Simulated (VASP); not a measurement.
# Si11Ge5: relaxation of volume and atoms at fixed shape with PBEsol

The system is Si11Ge5.

```
CELL_PARAMETERS angstrom
11.01612 0.00000 0.00000
0.00000 11.01612 0.00000
0.00000 0.00000 11.01612
ATOMIC_POSITIONS crystal
Ge 0.00039 0.99883 0.00110
Ge 0.99825 0.00102 0.49736
Ge 0.50008 0.49958 0.00204
Ge 0.12716 0.12125 0.62546
Ge 0.24999 0.75211 0.99674
Ge 0.74595 0.24691 0.50040
Ge 0.74679 0.75069 0.99733
Ge 0.87789 0.37306 0.62383
Ge 0.87570 0.87569 0.12470
Ge 0.87078 0.87494 0.62391
Ge 0.25263 0.00209 0.75001
Ge 0.75293 0.99951 0.24914
Ge 0.75068 0.99814 0.74593
Ge 0.87724 0.12992 0.37271
Ge 0.87450 0.12650 0.87465
Ge 0.87371 0.62553 0.87589
Ge 0.00217 0.25022 0.74665
Ge 0.99863 0.74810 0.75075
Ge 0.12626 0.37595 0.87714
Ge 0.12551 0.87618 0.87594
Si 0.00051 0.50264 0.00082
Si 0.00094 0.50063 0.49799
Si 0.49966 0.99977 0.00265
Si 0.50061 0.99867 0.50110
Si 0.49931 0.50234 0.49901
Si 0.12431 0.12586 0.12291
Si 0.12621 0.62523 0.12178
Si 0.12307 0.62623 0.62822
Si 0.62652 0.12507 0.12659
Si 0.62466 0.12551 0.62508
Si 0.62331 0.62401 0.12677
Si 0.62308 0.62259 0.62627
Si 0.25022 0.25212 0.99898
Si 0.24720 0.25175 0.49810
Si 0.24937 0.75609 0.49929
Si 0.75019 0.25200 0.00018
Si 0.75088 0.74679 0.50184
Si 0.37507 0.37509 0.12574
Si 0.37453 0.37644 0.62559
Si 0.37723 0.87114 0.12312
Si 0.37627 0.87361 0.62726
Si 0.87450 0.37607 0.12667
Si 0.25035 0.00035 0.25127
Si 0.25067 0.50208 0.24849
Si 0.24874 0.50125 0.75254
Si 0.74886 0.50244 0.25162
Si 0.74910 0.49810 0.75156
Si 0.37422 0.12798 0.37684
Si 0.37617 0.12739 0.87109
Si 0.37876 0.62482 0.37408
Si 0.37454 0.62551 0.87478
Si 0.87374 0.62698 0.37450
Si 0.00096 0.25253 0.24979
Si 0.99944 0.75203 0.25231
Si 0.50300 0.25182 0.24927
Si 0.50017 0.24851 0.74587
Si 0.50156 0.74883 0.25064
Si 0.49695 0.74888 0.74786
Si 0.12612 0.37602 0.37167
Si 0.12629 0.87528 0.37574
Si 0.62868 0.37366 0.37315
Si 0.62328 0.37427 0.87608
Si 0.62415 0.87464 0.37629
Si 0.62439 0.87607 0.87599
```

| Item | Value |
| --- | --- |
| Program | VASP 6.6.1 |
| Task | relaxation of volume and atoms at fixed shape |
| Functional | PBEsol |
| Potentials or basis | VASP PAW PBE potentials, release 64 (Ge_d, Si) |
| Cutoff | 550 eV |
| k mesh | 1 × 1 × 1, shifted |
| Occupations | fermi-dirac, width 0.05 eV |
| Spin | no spin polarisation |
| Dipole correction | no |
| Further INCAR settings | LREAL = Auto; ALGO = Normal; EDIFF = 1e-07; ISYM = -1; IBRION = 2; EDIFFG = -0.03; NSW = 100; ISIF = 8 |

The relaxed volume is 20.82 Å³/atom and the relaxed cell is a = 11.004 Å, b = 11.004 Å, c = 11.004 Å, α = 90.00°, β = 90.00°, γ = 90.00°. The space group after relaxing (to 0.1 Å) is P1 (No. 1). The energy gained by relaxing is 14.5 meV/atom and the ionic steps are 12. The pressure after relaxing is 0.0 GPa and the largest force after relaxing is 0.029 eV/Å. The band gap on the k mesh is 1.00 eV.

Forces in eV/Å, atoms in the order of the input:
```
Ge   0.006  0.008  0.005
Ge   0.010 -0.007  0.004
Ge   0.008 -0.002 -0.011
Ge  -0.014  0.012  0.014
Ge  -0.002 -0.006  0.006
Ge   0.015  0.007  0.003
Ge   0.021  0.008 -0.018
Ge  -0.011  0.000  0.003
Ge   0.011  0.006 -0.002
Ge   0.015 -0.008  0.006
Ge   0.002  0.004  0.006
Ge  -0.009  0.004 -0.011
Ge  -0.006 -0.002  0.013
Ge  -0.008 -0.007  0.008
Ge   0.002 -0.014  0.004
Ge   0.013  0.008 -0.006
Ge  -0.014  0.003  0.002
Ge  -0.013 -0.002 -0.002
Ge   0.008  0.000 -0.004
Ge  -0.004  0.000  0.010
Si  -0.006 -0.004 -0.001
Si  -0.007  0.006  0.008
Si   0.008  0.006 -0.022
Si  -0.007  0.003 -0.002
Si   0.017 -0.005  0.003
Si  -0.017  0.004  0.004
Si  -0.006  0.003  0.005
Si   0.001  0.001 -0.003
Si   0.005  0.002 -0.016
Si   0.004 -0.006  0.015
Si   0.008  0.014 -0.001
Si   0.000  0.013  0.000
Si   0.005 -0.009  0.000
Si   0.004 -0.010  0.008
Si  -0.003  0.001  0.000
Si   0.001  0.011 -0.016
Si   0.006  0.018 -0.013
Si  -0.004  0.005  0.002
Si   0.008 -0.001  0.011
Si  -0.008 -0.011 -0.001
Si  -0.004  0.007  0.001
Si   0.004 -0.009  0.009
Si  -0.011 -0.001  0.009
Si  -0.013 -0.006 -0.009
Si  -0.003 -0.001 -0.006
Si   0.012 -0.010 -0.013
Si   0.002  0.012 -0.008
Si  -0.003 -0.008  0.010
Si  -0.003 -0.014  0.001
Si  -0.011 -0.002 -0.005
Si  -0.002  0.008 -0.006
Si  -0.002 -0.016  0.007
Si  -0.016 -0.006 -0.001
Si   0.001  0.003 -0.007
Si  -0.012 -0.006 -0.009
Si   0.001  0.004  0.014
Si  -0.003  0.003 -0.003
Si   0.003  0.019 -0.008
Si  -0.006 -0.016  0.013
Si  -0.011 -0.006  0.006
Si   0.008  0.001  0.000
Si   0.015 -0.005  0.003
Si   0.005 -0.005 -0.003
Si   0.010  0.006 -0.008
```

Stress tensor (GPa, compression positive):
```
 0.02 -1.10 -1.12
-1.10  0.02 -1.11
-1.12 -1.11  0.02
```

Step by step:
```
step  energy change (eV)  largest force (eV/Å)  pressure (GPa)  volume (Å³)
   1              0.0000                1.2330           -0.12      1336.86
   2             -0.6673                0.4092           -0.05      1333.76
   3             -0.6905                0.5327            0.00      1333.05
   4             -0.8447                0.2662            0.02      1332.45
   5             -0.8864                0.2140            0.05      1331.94
   6             -0.9140                0.0763           -0.04      1333.43
   7             -0.9148                0.0786           -0.06      1333.71
   8             -0.9205                0.0452            0.05      1332.01
   9             -0.9208                0.0493            0.07      1331.55
  10             -0.9234                0.0323           -0.03      1333.24
  11             -0.9236                0.0326           -0.07      1333.79
  12             -0.9251                0.0287            0.02      1332.52
```

Final structure:
```
Ge Si
1.0
    11.00420    0.00000    0.00000
     0.00000   11.00420    0.00000
     0.00000    0.00000   11.00420
Ge Si
20 44
Direct
  0.00283 0.00369 0.00407
  0.00249 0.99789 0.49569
  0.49961 0.49923 0.00016
  0.12987 0.12722 0.62147
  0.25324 0.74818 0.00317
  0.74473 0.25139 0.49865
  0.74444 0.74938 0.00041
  0.87471 0.38028 0.62298
  0.87649 0.87228 0.12778
  0.87083 0.87192 0.62088
  0.25784 0.00116 0.74953
  0.74506 0.99975 0.25019
  0.74353 0.99978 0.74954
  0.87680 0.12879 0.37097
  0.87168 0.12786 0.87747
  0.87283 0.62010 0.87541
  0.00137 0.25259 0.74996
  0.00137 0.74618 0.74714
  0.12928 0.37868 0.87883
  0.12687 0.87546 0.87471
  0.00010 0.50038 0.00467
  0.00237 0.50267 0.49669
  0.49924 0.00154 0.00095
  0.49843 0.99905 0.49893
  0.49858 0.50087 0.49906
  0.13011 0.12867 0.12829
  0.12513 0.62289 0.12824
  0.12879 0.62343 0.62109
  0.62218 0.12776 0.12396
  0.61857 0.12540 0.62382
  0.62343 0.62470 0.12972
  0.62344 0.62379 0.62469
  0.25359 0.24989 0.00258
  0.25336 0.25394 0.49593
  0.25169 0.74962 0.49847
  0.74718 0.25363 0.00280
  0.74573 0.74526 0.49685
  0.37406 0.37424 0.12755
  0.37584 0.37607 0.62404
  0.37805 0.87784 0.12773
  0.37789 0.87231 0.62220
  0.87454 0.37651 0.12600
  0.25208 0.00078 0.25053
  0.25103 0.50009 0.25065
  0.25269 0.50164 0.74730
  0.75002 0.50045 0.25087
  0.74528 0.49894 0.74899
  0.37632 0.12573 0.37465
  0.37859 0.12855 0.87804
  0.37503 0.62539 0.37487
  0.37596 0.62476 0.87181
  0.87527 0.62499 0.37471
  0.00356 0.25470 0.24739
  0.00254 0.74701 0.25270
  0.49909 0.25048 0.24984
  0.49862 0.25109 0.74950
  0.49894 0.75019 0.25147
  0.49958 0.74869 0.74807
  0.12657 0.37752 0.37397
  0.12935 0.87253 0.37199
  0.62155 0.37810 0.37256
  0.62483 0.37354 0.87355
  0.62186 0.87313 0.37709
  0.61808 0.87472 0.87530
```

Levels at points of the mesh, in eV from the valence-band top:
| k point | band 224 | band 225 | band 226 | band 227 | band 228 | band 229 | band 230 | band 231 | band 232 | band 233 |
| --- | --- | --- | --- | --- | --- | --- | --- | --- | --- | --- |
| (0.25, 0.25, 0.25) | -0.57 | -0.54 | -0.46 | -0.01 | 0.00 | 1.00 | 1.02 | 1.07 | 1.40 | 1.44 |

It took 47 min on 4 MPI ranks on Intel(R) Xeon(R) Platinum 8259CL CPU @ 2.50GHz (Skylake/Cascade Lake), on a shared host, peak memory 0.52 GiB a rank.

Caveat: the PAW data sets were made with another functional, which shifts forces and pressure a little; a shifted mesh leaves out Γ, where band edges can lie. A k mesh can miss the band edges.
